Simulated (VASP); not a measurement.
# InAs (F-43m) in VASP: further runs

The runs below take InAs through single point, with PBE.

Everything below comes from runs of VASP 6.6.1. Logs are shortened: lines on timing, memory, paths and dates and some standing lists are left out, and cuts for length are marked.

## (1) The cell of the first run

Symmetry: F-43m, No. 216, cubic system. Conventional cell: a = 6.188 Å, b = 6.188 Å, c = 6.188 Å, α = 90.00°, β = 90.00°, γ = 90.00°. Within 3.5 Å of In (site symmetry -43m) lie 4 As at 2.68 Å. As (site symmetry -43m) has 4 In at 2.68 Å within 3.5 Å.

## (2) Single point, PBE

INCAR reads:

```
  ALGO = Normal
  EDIFF = 1E-6
  ENCUT = 520
  GGA = PE
  ISIF = 2
  ISMEAR = -1
  LASPH = True
  LCHARG = False
  LREAL = False
  LWAVE = False
  NBANDS = 16
  NELM = 60
  PREC = Accurate
  SIGMA = 0.15
```

KPOINTS reads:

```
k-points
0
Gamma
  12 12 12
```

POSCAR reads:

```
InAs
1.0
    0.0000000000      3.0937808094      3.0937808094
    3.0937808094      0.0000000000      3.0937808094
    3.0937808094      3.0937808094      0.0000000000
In As
1 1
Direct
    0.0000000000      0.0000000000      0.0000000000
    0.7500000000      0.7500000000      0.7500000000
```

Potentials or basis: VASP PAW PBE potentials, release 64 (In_d, As).

Command:

```bash
$ cat potpaw_PBE.64/In_d/POTCAR potpaw_PBE.64/As/POTCAR > POTCAR
$ mpirun -np 1 vasp_std > vasp.out
```

OUTCAR:

```text
EDIFF = 1E-6
   ENCUT = 520
   GGA = PE
   ISIF = 2
   ISMEAR = -1
   LASPH = True
   LREAL = False
   NELM = 60
   PREC = Accurate

 ion  position               nearest neighbor table
   1  0.000  0.000  0.000-   2 2.68   2 2.68   2 2.68   2 2.68
   2  0.750  0.750  0.750-   1 2.68   1 2.68   1 2.68   1 2.68

  LATTYP: Found a face centered cubic cell.
 ALAT       =     6.1875616188

  Lattice vectors:

 A1 = (   0.0000000000,   3.0937808094,   3.0937808094)
 A2 = (   3.0937808094,   0.0000000000,   3.0937808094)
 A3 = (   3.0937808094,   3.0937808094,   0.0000000000)

Analysis of symmetry for initial positions (statically):
=====================================================================
 Subroutine PRICEL returns:
 Original cell was already a primitive cell.

 Routine SETGRP: Setting up the symmetry group for a
 face centered cubic supercell.

 Subroutine GETGRP returns: Found 24 space group operations
 (whereof 24 operations were pure point group operations)
 out of a pool of 48 trial point group operations.

The static configuration has the point symmetry T_d .

Analysis of symmetry for dynamics (positions and initial velocities):
=====================================================================
 Subroutine PRICEL returns:
 Original cell was already a primitive cell.

 Routine SETGRP: Setting up the symmetry group for a
 face centered cubic supercell.

 Subroutine GETGRP returns: Found 24 space group operations
 (whereof 24 operations were pure point group operations)
 out of a pool of 48 trial point group operations.

The dynamic configuration has the point symmetry T_d .

 Subroutine INISYM returns: Found 24 space group operations
 (whereof 24 operations are pure point group operations),
 and found     1 'primitive' translations

----------------------------------------------------------------------------------------

                                     Primitive cell

  volume of cell :      59.2241

  direct lattice vectors                    reciprocal lattice vectors
     0.000000000  3.093780809  3.093780809    -0.161614552  0.161614552  0.161614552
     3.093780809  0.000000000  3.093780809     0.161614552 -0.161614552  0.161614552
     3.093780809  3.093780809  0.000000000     0.161614552  0.161614552 -0.161614552

  length of vectors
     4.375266780  4.375266780  4.375266780     0.279924616  0.279924616  0.279924616

  position of ions in fractional coordinates (direct lattice)
     0.000000000  0.000000000  0.000000000
     0.750000000  0.750000000  0.750000000

  ion indices of the primitive-cell ions
   primitive index   ion index
                 1           1
                 2           2

----------------------------------------------------------------------------------------

 KPOINTS: k-points

Automatic generation of k-mesh.
 Grid dimensions read from file:
 generate k-points for:   12   12   12

 Generating k-lattice:

  Cartesian coordinates                     Fractional coordinates (reciprocal lattice)
    -0.013467879  0.013467879  0.013467879     0.083333333  0.000000000  0.000000000
     0.013467879 -0.013467879  0.013467879     0.000000000  0.083333333  0.000000000
     0.013467879  0.013467879 -0.013467879     0.000000000  0.000000000  0.083333333

  Length of vectors
     0.023327051  0.023327051  0.023327051

  Shift w.r.t. Gamma in fractional coordinates (k-lattice)
     0.000000000  0.000000000  0.000000000

 Subroutine IBZKPT returns following result:
 ===========================================

 Found     72 irreducible k-points:

 Following reciprocal coordinates:
            Coordinates               Weight
  0.000000  0.000000  0.000000      1.000000
  0.083333  0.000000  0.000000      8.000000
  0.166667  0.000000  0.000000      8.000000
  0.250000  0.000000  0.000000      8.000000
  0.333333  0.000000  0.000000      8.000000
  0.416667  0.000000  0.000000      8.000000
[... 16 lines left out ...]
  0.500000  0.166667  0.000000     24.000000
 -0.416667  0.166667  0.000000     24.000000
 [... further k-points ...]
   k-points           NKPTS =     72   k-points in BZ     NKDIM =     72   number of bands    NBANDS=     16
   number of dos      NEDOS =    301   number of ions     NIONS =      2
   total plane-waves  NPLWV =  46656
   dimension x,y,z NGX =    36 NGY =   36 NGZ =   36
   dimension x,y,z NGXF=    72 NGYF=   72 NGZF=   72
   ions per type =               1   1
   NGX,Y,Z   is equivalent  to a cutoff of  13.68, 13.68, 13.68 a.u.
   NGXF,Y,Z  is equivalent  to a cutoff of  27.36, 27.36, 27.36 a.u.
 SYSTEM =  unknown system
   PREC   = accura    normal or accurate (medium, high low for compatibility)
   ISTART =      0    job   : 0-new  1-cont  2-samecut
   ICHARG =      2    charge: 1-file 2-atom 10-const
   ISPIN  =      1    spin polarized calculation?
   LNONCOLLINEAR =      F non collinear calculations
   LSORBIT =      F    spin-orbit coupling
   LASPH  =      T    aspherical Exc in radial PAW
   ENCUT  =  520.0 eV  38.22 Ry    6.18 a.u.   8.14  8.14  8.14*2*pi/ulx,y,z
   NELM   =     60;   NELMIN=  2; NELMDL= -5     # of ELM steps
   EDIFF  = 0.1E-05   stopping-criterion for ELM
   LREAL  =      F    real-space projection
   EDIFFG = 0.1E-04   stopping-criterion for IOM
   NSW    =      0    number of steps for IOM
   IBRION =     -1    ionic relax: 0-MD 1-quasi-New 2-CG
   NFREE  =      0    steps in history (QN), initial steepest desc. (CG)
   ISIF   =      2    stress and relaxation
   ISYM   =      2    0-nonsym 1-usesym 2-fastsym
   POTIM  = 0.5000    time-step for ionic-motion
   TEBEG  =    0.0;   TEEND  =   0.0 temperature during run
   PSTRESS=    0.0 pullay stress
   NELECT =      18.0000    total number of electrons
   NUPDOWN=      -1.0000    fix difference up-down
   EMIN   =  10.00;   EMAX   =-10.00  energy-range for DOS
   EFERMI =   0.00;   METHOD = LEGACY
   ISMEAR =    -1;   SIGMA  =   0.15  broadening in eV -4-tet -1-fermi 0-gaus
   EFERMI_NEDOS =   21; number of points for ismear=-14 and -15
   IALGO  =     38    algorithm
   IMIX   =      4    mixing-type and parameters
     AMIX     =   0.40;   BMIX     =  1.00
     AMIX_MAG =   1.60;   BMIX_MAG =  1.00
  volume/ion in A,a.u.               =      29.61       199.83
  Fermi-wavevector in a.u.,A,eV,Ry     =   1.100693  2.080008 16.483793  1.211525
  Thomas-Fermi vector in A             =   2.237108
   LORBIT       =      0    0 simple, 1 ext, 2 COOP (PROOUT), +10 PAW based schemes
   GGA     = PE    functional components
[... 5 lines left out ...]
 non-spin polarized calculation
  energy-cutoff  :      520.00
  volume of cell :       59.22
 maximum number of plane-waves:      1639
 NGX is ok and might be reduce to    36
   NGX = 17   NGY = 17   NGZ = 17

 number of electron      17.9999997 magnetization

 Free energy of the ion-electron system (eV)
  ---------------------------------------------------
  ext. energy  EPLUGINS =         0.00000000
  ---------------------------------------------------
  free energy    TOTEN  =        -7.72104912 eV

  energy without entropy =       -7.71654808  energy(sigma->0) =       -7.71879860

 E-fermi :   4.1914     XC(G=0):  -8.7947

 val. band max:        3.8349953015   @ k =   0.0000   0.0000   0.0000
 cond. band min:       4.4587072082   @ k =   0.0833   0.0000   0.0000
 fundamental gap:      0.6237119067
 Fermi energy:         4.1913720579

 k-point     1 :       0.0000    0.0000    0.0000
  band No.  band energies     occupation
      1     -10.4297      2.00000
      2     -10.4297      2.00000
      3     -10.4297      2.00000
      4     -10.3300      2.00000
      5     -10.3300      2.00000
      6      -7.6036      2.00000
[... 8 lines left out ...]
     15      13.3395      0.00000
     16      13.3395      0.00000

 k-point     2 :       0.0833    0.0000    0.0000
  band No.  band energies     occupation
      1     -10.4363      2.00000
      2     -10.4275      2.00000
      3     -10.4275      2.00000
      4     -10.3300      2.00000
      5     -10.3300      2.00000
      6      -7.5398      2.00000
[... 8 lines left out ...]
     15      12.8199      0.00000
     16      12.8199      0.00000

 k-point     3 :       0.1667    0.0000    0.0000
  band No.  band energies     occupation
      1     -10.4543      2.00000
      2     -10.4220      2.00000
      3     -10.4220      2.00000
      4     -10.3299      2.00000
      5     -10.3299      2.00000
      6      -7.3556      2.00000
[... 8 lines left out ...]
     15      12.3439      0.00000
     16      12.3439      0.00000

 k-point     4 :       0.2500    0.0000    0.0000
  band No.  band energies     occupation
      1     -10.4778      2.00000
      2     -10.4152      2.00000
      3     -10.4152      2.00000
      4     -10.3289      2.00000
      5     -10.3289      2.00000
      6      -7.0747      2.00000
[... 8 lines left out ...]
     15      12.2989      0.00000
     16      12.2989      0.00000

 k-point     5 :       0.3333    0.0000    0.0000
  band No.  band energies     occupation
      1     -10.5004      2.00000
      2     -10.4094      2.00000
      3     -10.4094      2.00000
      4     -10.3269      2.00000
      5     -10.3269      2.00000
      6      -6.7456      2.00000
[... 8 lines left out ...]
     15      12.7670      0.00000
     16      12.7670      0.00000

 k-point     6 :       0.4167    0.0000    0.0000
  band No.  band energies     occupation
      1     -10.5164      2.00000
      2     -10.4060      2.00000
      3     -10.4060      2.00000
      4     -10.3246      2.00000
      5     -10.3246      2.00000
      6      -6.4578      2.00000
[... 8 lines left out ...]
     15      13.6269      0.00000
     16      13.6269      0.00000
[... 267 lines left out ...]
 k-point    21 :       0.3333    0.1667    0.0000
  band No.  band energies     occupation
      1     -10.5071      2.00000
      2     -10.4031      2.00000
      3     -10.4001      2.00000
      4     -10.3387      2.00000
      5     -10.3217      2.00000
      6      -6.7759      2.00000
[... 8 lines left out ...]
     15      13.6945      0.00000
     16      13.7834      0.00000

 k-point    22 :       0.4167    0.1667    0.0000
  band No.  band energies     occupation
      1     -10.5219      2.00000
      2     -10.4004      2.00000
      3     -10.3958      2.00000
      4     -10.3366      2.00000
      5     -10.3208      2.00000
      6      -6.4688      2.00000
[... 8 lines left out ...]
     15      13.7124      0.00000
     16      14.3736      0.00000

 k-point    23 :       0.5000    0.1667    0.0000
  band No.  band energies     occupation
      1     -10.5300      2.00000
      2     -10.3995      2.00000
      3     -10.3943      2.00000
      4     -10.3329      2.00000
      5     -10.3218      2.00000
      6      -6.2421      2.00000
[... 8 lines left out ...]
     15      13.9700      0.00000
     16      14.4362      0.00000

 k-point    24 :      -0.4167    0.1667    0.0000
  band No.  band energies     occupation
      1     -10.5298      2.00000
      2     -10.3998      2.00000
      3     -10.3955      2.00000
      4     -10.3291      2.00000
      5     -10.3249      2.00000
      6      -6.2075      2.00000
[... 8 lines left out ...]
     15      13.3313      0.00000
     16      13.7514      0.00000

 [... further k-points ...]
[... 5 lines left out ...]
  --------------------------------------------------------------------------------------
  -------------------------------------------------------------------------------------
  Total        0.0132593      0.0132593      0.0132593      0.0000000      0.0000000     -0.0000000
  in kB        0.3587003      0.3587003      0.3587003      0.0000000      0.0000000     -0.0000000
  external PRESSURE =       0.3587003 kB  Pullay stress =       0.0000000 kB

 VOLUME and BASIS-vectors are now :
 -----------------------------------------------------------------------------
  energy-cutoff  :      520.00
  volume of cell :       59.22
      direct lattice vectors                 reciprocal lattice vectors
     0.000000000  3.093780809  3.093780809    -0.161614552  0.161614552  0.161614552
     3.093780809  0.000000000  3.093780809     0.161614552 -0.161614552  0.161614552
     3.093780809  3.093780809  0.000000000     0.161614552  0.161614552 -0.161614552

 POSITION                                       TOTAL-FORCE (eV/Angst)
 -----------------------------------------------------------------------------------
      0.00000      0.00000      0.00000        -0.000000     -0.000000     -0.000000
      4.64067      4.64067      4.64067         0.000000      0.000000      0.000000
 -----------------------------------------------------------------------------------
    total drift:                                0.000000      0.000000      0.000000

  FREE ENERGIE OF THE ION-ELECTRON SYSTEM (eV)
  ---------------------------------------------------
  free  energy   TOTEN  =        -7.7210491203 eV

  energy  without entropy=       -7.7165480845  energy(sigma->0) =       -7.71879860
```

It took 48 s on 1 thread of AMD EPYC 9R14 (Zen 4), shared host; peak memory 0.21 GiB.

Results:

```
Free energy            : -7.7210 eV
Pressure               : 0.0 GPa
Band gap on the k mesh : zero (filled and empty bands touch)
```

Caveat: spin-orbit coupling is left out, which moves the levels of the heavy elements.

(Part 1 of 2 ends here.)
